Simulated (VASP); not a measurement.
# W: single point with PBE

The system is W.

```
W
1.0
     3.24723    0.00000    0.00000
     0.00000    3.24723    0.00000
     0.00000    0.00000    3.14536
W
2
Direct
  0.00000 0.00000 0.00000
  0.50000 0.50000 0.50000
```

This cell differs from its parent crystal: biaxial strain in the a-b plane: +2.0 %.

* Program: VASP 6.6.1
* Task: single point
* Functional: PBE
* Potentials or basis: VASP PAW PBE potentials, release 64 (W_sv)
* Cutoff: 520 eV
* k mesh: 16 × 16 × 16
* Occupations: gaussian, width 0.1 eV
* Spin: no spin polarisation
* Dipole correction: no
* Further INCAR settings: ALGO = Fast; EDIFF = 1e-06; NBANDS = 21

```yaml
Pressure: -7.3 GPa
Band_gap_on_the_k_mesh: zero (bands 14 and 15 overlap by 1.29 eV)
```

Stress tensor (GPa, compression positive):
```
-10.29   0.00   0.00
  0.00 -10.29   0.00
  0.00   0.00  -1.19
```

Levels at points of the mesh, in eV from the Fermi level:
```tsv
k point	band 10	band 11	band 12	band 13	band 14	band 15	band 16	band 17	band 18	band 19
(0.00, 0.00, 0.00)	-5.53	-5.45	-1.43	-1.02	-1.02	1.86	2.41	4.80	4.80	4.92
(0.50, 0.00, 0.00)	-5.20	-2.65	-2.65	-0.59	-0.59	-0.27	-0.27	1.36	1.36	3.02
(0.50, 0.50, 0.00)	-6.01	-3.08	-3.08	0.37	0.37	1.66	1.66	2.76	2.76	5.69
(0.00, 0.00, 0.50)	-4.98	-2.52	-2.52	-0.68	-0.68	-0.68	-0.68	1.16	1.16	3.74
(0.50, 0.00, 0.50)	-5.99	-3.50	-3.50	0.61	0.61	2.11	2.11	3.12	3.12	5.76
(0.50, 0.50, 0.50)	-2.93	-2.93	-2.93	-2.74	-2.74	2.95	2.95	3.20	3.20	6.24
```

Wall time 61 s on 1 thread of Intel(R) Xeon(R) 6975P-C (Granite Rapids), on a shared host, peak memory 0.31 GiB.

Caveat: the cell differs from its parent crystal (biaxial strain in the a-b plane: +2.0 %); the cell stands under tension; spin-orbit coupling is left out, which moves the levels of the heavy elements.
